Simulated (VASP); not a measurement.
# Cl in VASP: notebook

Cl is run at these levels: PBE+D3(BJ); tasks: single point, relaxation of the atoms.

All numbers are computed with VASP 6.6.1; they aren't measurements. Logs are shortened: lines on timing, memory, paths and dates and some standing lists are left out, and cuts for length are marked.

## Step 1: The cell of the first run

The cell holds an amorphous packing of atoms, 20 atoms: a = 9.916 Å, b = 9.916 Å, c = 9.916 Å, α = 90.00°, β = 90.00°, γ = 90.00°.

## Step 2: Single point, PBE+D3(BJ)

Contents of INCAR:

```
SYSTEM = Cl
  PREC = Accurate
  ENCUT = 520
  EDIFF = 1E-6
  ISMEAR = -1
  SIGMA = 0.05
  LREAL = Auto
  LASPH = .TRUE.
  NELM = 100
  ALGO = Normal
  ISIF = 2
  LWAVE = .FALSE.
  LCHARG = .FALSE.
  GGA = PE
  IVDW = 12
  NBANDS = 86
```

Contents of KPOINTS:

```
regular mesh
0
G
  1 1 1
  0 0 0
```

Contents of POSCAR:

```
Cl
1.0
    9.9159620000      0.0000000000      0.0000000000
    0.0000000000      9.9159620000      0.0000000000
    0.0000000000      0.0000000000      9.9159620000
Cl
20
Direct
    0.7489137211      0.0255144181      0.4899272506
    0.8775144560      0.1065151319      0.6451315566
    0.4907037764      0.6847747097      0.1768764342
    0.6747302985      0.5959784840      0.1648654967
    0.2912576712      0.3337346392      0.4432651113
    0.2766549529      0.4145941665      0.2619614718
    0.4882330126      0.8428229152      0.9425409254
    0.4850260620      0.9727649219      0.7799747518
    0.2566165542      0.5423477823      0.9154835406
    0.1170133568      0.6001535706      1.0447196147
    0.4457762141      0.4916416582      0.6942846292
    0.4673374101      0.2944646218      0.7489439754
    0.8980570922      0.8904632753      0.1442825215
    0.8467862221      0.9761634827     -0.0264119608
    0.3221170069     -0.0282877244      0.3743761826
    0.2732059683      0.0485681571      0.1927397463
    0.6678524988      0.4198483213      0.4764237701
    0.8795314060      0.3911471222      0.4656330873
    0.9325166837      0.6854503880      0.6030781481
    1.1267086340      0.6822535221      0.5647056735
```

Potentials or basis: VASP PAW PBE potentials, release 64 (Cl).

On the command line:

```bash
cat potpaw_PBE.64/Cl/POTCAR > POTCAR
mpirun -np 1 vasp_gam > vasp.out
```

OUTCAR:

```text
SYSTEM = Cl
   PREC = Accurate
   ENCUT = 520
   EDIFF = 1E-6
   ISMEAR = -1
   LREAL = Auto
   LASPH = .TRUE.
   NELM = 100
   ISIF = 2
   GGA = PE
   IVDW = 12
 IVDW          = 12

 ion  position               nearest neighbor table
   1  0.749  0.026  0.490-   2 2.15
   2  0.878  0.107  0.645-   1 2.15
   3  0.491  0.685  0.177-   4 2.03
   4  0.675  0.596  0.165-   3 2.03
   5  0.291  0.334  0.443-   6 1.97
   6  0.277  0.415  0.262-   5 1.97
[... 12 lines left out ...]
  19  0.933  0.685  0.603-  20 1.96
  20  0.127  0.682  0.565-  19 1.96

  LATTYP: Found a simple cubic cell.
 ALAT       =     9.9159620000

  Lattice vectors:

 A1 = (   9.9159620000,   0.0000000000,   0.0000000000)
 A2 = (   0.0000000000,   9.9159620000,   0.0000000000)
 A3 = (   0.0000000000,   0.0000000000,   9.9159620000)

Analysis of symmetry for initial positions (statically):
=====================================================================
 Subroutine PRICEL returns:
 Original cell was already a primitive cell.

 Routine SETGRP: Setting up the symmetry group for a
 simple cubic supercell.

 Subroutine GETGRP returns: Found  1 space group operations
 (whereof  1 operations were pure point group operations)
 out of a pool of 48 trial point group operations.

The static configuration has the point symmetry C_1 .

Analysis of symmetry for dynamics (positions and initial velocities):
=====================================================================
 Subroutine PRICEL returns:
 Original cell was already a primitive cell.

 Routine SETGRP: Setting up the symmetry group for a
 simple cubic supercell.

 Subroutine GETGRP returns: Found  1 space group operations
 (whereof  1 operations were pure point group operations)
 out of a pool of 48 trial point group operations.

The dynamic configuration has the point symmetry C_1 .

 Subroutine INISYM returns: Found  1 space group operations
 (whereof  1 operations are pure point group operations),
 and found     1 'primitive' translations

----------------------------------------------------------------------------------------

                                     Primitive cell

  volume of cell :     974.9999

  direct lattice vectors                    reciprocal lattice vectors
     9.915962000  0.000000000  0.000000000     0.100847502  0.000000000  0.000000000
     0.000000000  9.915962000  0.000000000     0.000000000  0.100847502  0.000000000
     0.000000000  0.000000000  9.915962000     0.000000000  0.000000000  0.100847502

  length of vectors
     9.915962000  9.915962000  9.915962000     0.100847502  0.100847502  0.100847502

  position of ions in fractional coordinates (direct lattice)
     0.748913721  0.025514418  0.489927251
     0.877514456  0.106515132  0.645131557
     0.490703776  0.684774710  0.176876434
     0.674730299  0.595978484  0.164865497
     0.291257671  0.333734639  0.443265111
     0.276654953  0.414594167  0.261961472
[... 12 lines left out ...]
     0.932516684  0.685450388  0.603078148
     0.126708634  0.682253522  0.564705674

  ion indices of the primitive-cell ions
   primitive index   ion index
                 1           1
                 2           2
                 3           3
                 4           4
                 5           5
                 6           6
[... 12 lines left out ...]
                19          19
                20          20

----------------------------------------------------------------------------------------

 KPOINTS: regular mesh

Automatic generation of k-mesh.
 Grid dimensions read from file:
 generate k-points for:    1    1    1

 Generating k-lattice:

  Cartesian coordinates                     Fractional coordinates (reciprocal lattice)
     0.100847502  0.000000000  0.000000000     1.000000000  0.000000000  0.000000000
     0.000000000  0.100847502  0.000000000     0.000000000  1.000000000  0.000000000
     0.000000000  0.000000000  0.100847502     0.000000000  0.000000000  1.000000000

  Length of vectors
     0.100847502  0.100847502  0.100847502

  Shift w.r.t. Gamma in fractional coordinates (k-lattice)
     0.000000000  0.000000000  0.000000000

 Subroutine IBZKPT returns following result:
 ===========================================

 Found      1 irreducible k-points:

 Following reciprocal coordinates:
            Coordinates               Weight
  0.000000  0.000000  0.000000      1.000000
   k-points           NKPTS =      1   k-points in BZ     NKDIM =      1   number of bands    NBANDS=     86
   number of dos      NEDOS =    301   number of ions     NIONS =     20
   total plane-waves  NPLWV = 512000
   dimension x,y,z NGX =    80 NGY =   80 NGZ =   80
   dimension x,y,z NGXF=   160 NGYF=  160 NGZF=  160
   ions per type =              20
   NGX,Y,Z   is equivalent  to a cutoff of  13.41, 13.41, 13.41 a.u.
   NGXF,Y,Z  is equivalent  to a cutoff of  26.82, 26.82, 26.82 a.u.
 SYSTEM =  Cl
   PREC   = accura    normal or accurate (medium, high low for compatibility)
   ISTART =      0    job   : 0-new  1-cont  2-samecut
   ICHARG =      2    charge: 1-file 2-atom 10-const
   ISPIN  =      1    spin polarized calculation?
   LNONCOLLINEAR =      F non collinear calculations
   LSORBIT =      F    spin-orbit coupling
   LASPH  =      T    aspherical Exc in radial PAW
   ENCUT  =  520.0 eV  38.22 Ry    6.18 a.u.  18.44 18.44 18.44*2*pi/ulx,y,z
   NELM   =    100;   NELMIN=  2; NELMDL= -5     # of ELM steps
   EDIFF  = 0.1E-05   stopping-criterion for ELM
   LREAL  =      T    real-space projection
   EDIFFG = 0.1E-04   stopping-criterion for IOM
   NSW    =      0    number of steps for IOM
   IBRION =     -1    ionic relax: 0-MD 1-quasi-New 2-CG
   NFREE  =      0    steps in history (QN), initial steepest desc. (CG)
   ISIF   =      2    stress and relaxation
   ISYM   =      2    0-nonsym 1-usesym 2-fastsym
   POTIM  = 0.5000    time-step for ionic-motion
   TEBEG  =    0.0;   TEEND  =   0.0 temperature during run
   PSTRESS=    0.0 pullay stress
   NELECT =     140.0000    total number of electrons
   NUPDOWN=      -1.0000    fix difference up-down
   EMIN   =  10.00;   EMAX   =-10.00  energy-range for DOS
   EFERMI =   0.00;   METHOD = LEGACY
   ISMEAR =    -1;   SIGMA  =   0.05  broadening in eV -4-tet -1-fermi 0-gaus
   EFERMI_NEDOS =   21; number of points for ismear=-14 and -15
   IALGO  =     38    algorithm
   IMIX   =      4    mixing-type and parameters
     AMIX     =   0.40;   BMIX     =  1.00
     AMIX_MAG =   1.60;   BMIX_MAG =  1.00
  volume/ion in A,a.u.               =      48.75       328.98
  Fermi-wavevector in a.u.,A,eV,Ry     =   0.857267  1.619999  9.999007  0.734906
  Thomas-Fermi vector in A             =   1.974294
   LORBIT       =      0    0 simple, 1 ext, 2 COOP (PROOUT), +10 PAW based schemes
   GGA     = PE    functional components
   LHFCALC =     F    Hartree Fock is set to
   AEXX    =    0.0000 exact exchange contribution
   IVDW    =    12    specifies the selected vdW correction
   LEPSILON=     F    determine dielectric tensor
   LRPA    =     F    only Hartree local field effects (RPA)
 non-spin polarized calculation
  energy-cutoff  :      520.00
  volume of cell :      975.00
 maximum number of plane-waves:     13073
 NGX is ok and might be reduce to    80
   NGX = 37   NGY = 37   NGZ = 37

 number of electron     140.0000002 magnetization

 Free energy of the ion-electron system (eV)
  ---------------------------------------------------
  ext. energy  EPLUGINS =         0.00000000
  ---------------------------------------------------
  free energy    TOTEN  =       -35.62261410 eV

  energy without entropy =      -35.62261301  energy(sigma->0) =      -35.62261356

 E-fermi :  -2.3101     XC(G=0):  -5.5380

 val. band max:       -3.0758609801   @ k =   0.0000   0.0000   0.0000
 cond. band min:      -1.5639475674   @ k =   0.0000   0.0000   0.0000
 fundamental gap:      1.5119134126
 Fermi energy:        -2.3100994294

 k-point     1 :       0.0000    0.0000    0.0000
  band No.  band energies     occupation
      1     -19.9159      2.00000
      2     -19.8672      2.00000
      3     -19.8438      2.00000
      4     -19.8380      2.00000
      5     -19.7939      2.00000
      6     -19.7185      2.00000
[... 74 lines left out ...]
     81       2.6007      0.00000
     82       3.8840      0.00000
 [bands above 82 left out]

------------------------ aborting loop because EDIFF is reached ----------------------------------------

 Edisp (eV)   -1.65625

 E8    (eV) :    -0.5404

  FORCE on cell =-STRESS in cart. coord.  units (eV):
  Direction    XX          YY          ZZ          XY          YZ          ZX
  --------------------------------------------------------------------------------------
  -------------------------------------------------------------------------------------
  Total      -5.31950    -1.32576    -0.62091    -0.19823    -0.63974    -2.82033
  in kB      -8.74132    -2.17856    -1.02032    -0.32574    -1.05125    -4.63453
  external pressure =       -3.98 kB  Pullay stress =        0.00 kB

 VOLUME and BASIS-vectors are now :
 -----------------------------------------------------------------------------
  energy-cutoff  :      520.00
  volume of cell :      975.00
      direct lattice vectors                 reciprocal lattice vectors
     9.915962000  0.000000000  0.000000000     0.100847502  0.000000000  0.000000000
     0.000000000  9.915962000  0.000000000     0.000000000  0.100847502  0.000000000
     0.000000000  0.000000000  9.915962000     0.000000000  0.000000000  0.100847502

 POSITION                                       TOTAL-FORCE (eV/Angst)
 -----------------------------------------------------------------------------------
      7.42620      0.25300      4.85810         1.215840      0.785389      1.490235
      8.70140      1.05620      6.39710        -1.251474     -0.967643     -1.351239
      4.86580      6.79020      1.75390         0.662593     -0.257376     -0.010896
      6.69060      5.90970      1.63480        -0.602795      0.256043     -0.025404
      2.88810      3.30930      4.39540        -0.002271     -0.282738      0.292893
      2.74330      4.11110      2.59760        -0.114560      0.182319     -0.299138
[... 12 lines left out ...]
      9.24680      6.79690      5.98010        -0.545271      0.295287      0.266761
      1.25644      6.76520      5.59960         0.559316     -0.038243     -0.154922
 -----------------------------------------------------------------------------------
    total drift:                               -0.001619     -0.001656      0.002745

  FREE ENERGIE OF THE ION-ELECTRON SYSTEM (eV)
  ---------------------------------------------------
  free  energy   TOTEN  =       -37.2788604557 eV

  energy  without entropy=      -37.2788593725  energy(sigma->0) =      -37.27885991
```

It took 2 min on 1 thread of Intel Xeon Platinum 8488C (Sapphire Rapids), shared host; peak memory 0.81 GiB.

What came out:

```
Free energy                : -37.2789 eV
Pressure                   : -0.4 GPa
Largest force              : 2.080 eV/Å
Band gap on the k mesh     : 1.51 eV
Dispersion energy per atom : -0.083 eV
```

Forces on the atoms (eV/Å):
```
Cl   1.216  0.785  1.490
Cl  -1.251 -0.968 -1.351
Cl   0.663 -0.257 -0.011
Cl  -0.603  0.256 -0.025
Cl  -0.002 -0.283  0.293
Cl  -0.115  0.182 -0.299
Cl  -0.044  0.456 -0.347
Cl   0.028 -0.324  0.242
Cl   0.383 -0.118 -0.538
Cl  -0.557  0.291  0.492
Cl   0.134 -0.520  0.362
Cl  -0.066  0.453 -0.107
Cl   0.192 -0.262  0.644
Cl  -0.146  0.271 -0.658
Cl  -0.080  0.068 -0.338
Cl   0.088 -0.164  0.358
Cl   1.757 -0.252 -0.060
Cl  -1.610  0.127 -0.257
Cl  -0.545  0.295  0.267
Cl   0.559 -0.038 -0.155
```

Stress tensor (GPa, compression positive):
```
-0.87 -0.03 -0.46
-0.03 -0.22 -0.11
-0.46 -0.11 -0.10
```

Levels at points of the mesh, in eV from the valence-band top:
| k point | band 68 | band 69 | band 70 | band 71 | band 72 | band 73 |
| --- | --- | --- | --- | --- | --- | --- |
| (0.00, 0.00, 0.00) | -0.14 | -0.05 | 0.00 | 1.51 | 1.94 | 1.96 |

Caveat: the k points lie up to 0.63 Å⁻¹ apart.

## Step 3: Single point, PBE+D3(BJ)

Contents of INCAR:

```
ALGO = Normal ; EDIFF = 1E-7
ENCUT = 520 ; GGA = PE
ISIF = 2 ; ISMEAR = -1
IVDW = 12 ; LASPH = True
LCHARG = False ; LREAL = Auto
LWAVE = False ; NBANDS = 86
NELM = 60 ; PREC = Accurate
SIGMA = 0.05
```

Contents of KPOINTS:

```
k-points
0
Gamma
  1 1 1
```

Contents of POSCAR:

```
Cl
1.0
    9.9159620000      0.0000000000      0.0000000000
    0.0000000000      9.9159620000      0.0000000000
    0.0000000000      0.0000000000      9.9159620000
Cl
20
Direct
    0.7098756530      0.0355789988      0.5272105722
    0.8885068337      0.0640785029      0.6475518966
    0.5351573554      0.6953939517      0.2512514671
    0.6905431868      0.5588867727      0.1983972912
    0.3039543717      0.3416209138      0.3957457683
    0.2605193525      0.4685778344      0.2520784166
    0.4906735221      0.8857940359      0.9101285382
    0.5301452345      1.0166940938      0.7561444870
    0.2144017898      0.5447782071      0.8711106396
    0.1222775965      0.6382134179      1.0402117313
    0.3722382155      0.4701813097      0.6866908122
    0.5131725999      0.3511308333      0.7759912755
    0.8563969890      0.8850881034      0.1427294699
    0.8404630837      0.9969884919     -0.0415995947
    0.3953322935     -0.0435560362      0.3446059999
    0.3084622551      0.0394918819      0.1761705017
    0.6461702858      0.3994771259      0.4802963142
    0.8216953635      0.3272803990      0.4032992462
    0.9834850113      0.6957065789      0.5847743265
    1.1474126262      0.7444159225      0.4878094531
```

Potentials or basis: VASP PAW PBE potentials, release 64 (Cl).

On the command line:

```bash
cat potpaw_PBE.64/Cl/POTCAR > POTCAR
mpirun -np 1 vasp_gam > vasp.out
```

Run time: 2.1 min. Hardware: 1 thread of Intel Xeon Platinum 8488C (Sapphire Rapids), shared host; peak memory 0.81 GiB.

The run converged. Its results:

```yaml
Free_energy: -36.7966 eV
Pressure: -0.6 GPa
Largest_force: 2.028 eV/Å
Band_gap_on_the_k_mesh: 1.09 eV
Dispersion_energy_per_atom: -0.083 eV
```

Forces on the atoms (eV/Å):
```
Cl   1.871  0.231  0.738
Cl  -1.690 -0.271 -1.089
Cl   1.195 -0.806 -0.404
Cl  -1.100  1.035  0.150
Cl   0.237 -0.796  0.737
Cl  -0.439  0.637 -0.915
Cl  -0.021  0.342 -0.371
Cl  -0.254 -0.651  0.766
Cl  -0.311  0.648  1.106
Cl   0.100 -0.292 -0.602
Cl   0.675 -0.459 -0.111
Cl  -0.511  0.327  0.011
Cl  -0.115  0.986 -1.498
Cl   0.202 -0.982  1.477
Cl  -0.438  0.384 -0.759
Cl   0.375 -0.391  0.855
Cl   0.703 -0.350 -0.274
Cl  -0.458  0.433  0.174
Cl  -0.820 -0.274  0.464
Cl   0.800  0.248 -0.455
```

Stress tensor (GPa, compression positive):
```
-0.84  0.42 -0.70
 0.42 -0.44  0.00
-0.70  0.00 -0.51
```

Levels at points of the mesh, in eV from the valence-band top:
```tsv
k point	band 67	band 68	band 69	band 70	band 71	band 72	band 73	band 74
(0.00, 0.00, 0.00)	-0.33	-0.20	-0.11	0.00	1.09	1.73	1.75	1.81
```

Caveat: the k points lie up to 0.63 Å⁻¹ apart.

## Step 4: Relaxation of the atoms, PBE+D3(BJ)

Contents of INCAR:

```
SYSTEM = Cl
PREC     = Accurate       ! precision mode
ENCUT    = 520            ! plane-wave cutoff, eV
EDIFF    = 1E-7           ! SCF threshold, eV
ISMEAR   = -1             ! smearing method
SIGMA    = 0.05           ! smearing width, eV
LREAL    = Auto         
LASPH    = .True.         ! aspherical terms in the spheres
NELM     = 100            ! most SCF steps
ALGO     = Normal         ! electronic algorithm
ISIF     = 2              ! what is computed and relaxed
LWAVE    = .False.        ! write WAVECAR
LCHARG   = .False.        ! write CHGCAR
GGA      = PE             ! functional
IVDW     = 12             ! dispersion correction
IBRION   = 2              ! ionic algorithm
NSW      = 35             ! ionic steps
EDIFFG   = -0.3           ! ionic threshold
```

Contents of KPOINTS:

```
regular mesh
0
Gamma
  1 1 1
  0 0 0
```

Contents of POSCAR:

```
Cl
1.0
    9.9159620000      0.0000000000      0.0000000000
    0.0000000000      9.9159620000      0.0000000000
    0.0000000000      0.0000000000      9.9159620000
Cl
20
Direct
    0.7641290000     -0.0057540000      0.5341099000
    0.9257210000      0.0087952000      0.6564745000
    0.6027276000      0.5945102000      0.2910875000
    0.6998191000      0.4989493000      0.1402960000
    0.2320184000      0.4906608000      0.4444299000
    0.1933608000      0.4385460000      0.2518517000
    0.4766840000      0.9561026000      0.9051932000
    0.5077606000      0.9201825000      0.7076060000
    0.2045431000      0.5241104000      0.9153936000
    0.1597071000      0.6709028000      1.0485795000
    0.4990245000      0.3935243000      0.7408030000
    0.4483177000      0.2198224000      0.6483194000
    0.8968855000      0.8336915000      0.1503086000
    0.8328887000      0.9444535000     -0.0075930000
    0.2822312000      0.1172174000      0.3440654000
    0.2953134000      0.1467705000      0.1434359000
    0.7754428000      0.3014197000      0.5694774000
    0.9665723000      0.3443779000      0.5154323000
    0.8683570000      0.6658246000      0.7025561000
    1.0353512000      0.7157094000      0.5980516000
```

On the command line:

```bash
cat potpaw_PBE.64/Cl/POTCAR > POTCAR
mpirun -np 1 vasp_gam > vasp.out
```

Wall time 13 min (1 thread of Intel Xeon Platinum 8488C (Sapphire Rapids), shared host); peak memory 0.99 GiB.

Results (log left out):

* Free energy: -37.6518 eV
* Energy gained by relaxing: 27.6 meV/atom
* Ionic steps: 10
* Pressure after relaxing: 0.0 GPa
* Largest force after relaxing: 0.262 eV/Å
* Band gap on the k mesh: 2.10 eV
* Dispersion energy per atom: -0.082 eV

Forces on the atoms (eV/Å):
```
Cl  -0.100 -0.029 -0.241
Cl   0.111  0.017  0.219
Cl  -0.029  0.003  0.029
Cl   0.015 -0.018 -0.028
Cl   0.160 -0.036  0.032
Cl   0.053  0.173 -0.157
Cl  -0.074 -0.023  0.047
Cl  -0.009 -0.027  0.031
Cl   0.080 -0.033 -0.030
Cl  -0.066  0.057 -0.023
Cl  -0.112  0.007 -0.008
Cl   0.067  0.017  0.025
Cl  -0.011  0.042  0.079
Cl   0.009 -0.010 -0.039
Cl   0.038 -0.130 -0.013
Cl   0.022 -0.108 -0.013
Cl  -0.068 -0.012 -0.079
Cl  -0.044  0.046  0.028
Cl  -0.039  0.004  0.122
Cl  -0.001  0.062  0.017
```

Stress tensor (GPa, compression positive):
```
-0.01 -0.11 -0.11
-0.11  0.19  0.03
-0.11  0.03 -0.08
```

The path:
| step | energy change (eV) | largest force (eV/Å) | pressure (GPa) |
| --- | --- | --- | --- |
| 1 | 0.0000 | 0.7689 | -0.11 |
| 2 | -0.0988 | 0.6952 | 0.57 |
| 3 | -0.1013 | 0.6189 | 0.47 |
| 4 | -0.1938 | 0.4900 | 0.38 |
| 5 | -0.3848 | 0.4003 | 0.09 |
| 6 | -0.3840 | 1.7077 | -0.50 |
| 7 | -0.4502 | 0.9933 | -0.20 |
| 8 | -0.5093 | 0.4064 | -0.09 |
| 9 | -0.5324 | 0.3825 | 0.04 |
| 10 | -0.5513 | 0.2624 | 0.04 |

Final structure:
```
Cl
1.0
     9.91596    0.00000    0.00000
     0.00000    9.91596    0.00000
     0.00000    0.00000    9.91596
Cl
20
Cartesian
  7.7858 9.5882 5.1178
  9.0209 0.2692 6.5418
  5.9754 5.8748 2.8808
  6.9295 4.9469 1.3993
  2.3996 4.8604 4.4491
  1.9770 4.2689 2.5956
  4.6056 9.5007 9.0012
  4.9572 8.8794 7.1341
  2.0928 5.1928 9.1391
  1.5365 6.8671 0.1515
  4.8154 4.0252 7.3677
  4.4939 2.2704 6.4611
  8.8296 8.3399 1.5779
  8.3157 9.3475 9.8511
  2.8015 1.1133 3.3727
  2.9885 1.2750 1.3926
  7.6624 3.3066 5.6279
  9.5896 3.4888 5.1395
  8.6283 6.5835 6.9959
  0.3667 6.8936 5.9363
```

Levels at points of the mesh, in eV from the valence-band top:
```
           k point  band 67  band 68  band 69  band 70  band 71  band 72  band 73  band 74
(0.00, 0.00, 0.00)    -0.25    -0.21    -0.17     0.00     2.10     2.35     2.46     2.49
```

Caveat: the k points lie up to 0.63 Å⁻¹ apart; the relaxation stopped at a loose force limit of 0.3 eV/Å, so its end isn't a converged minimum.
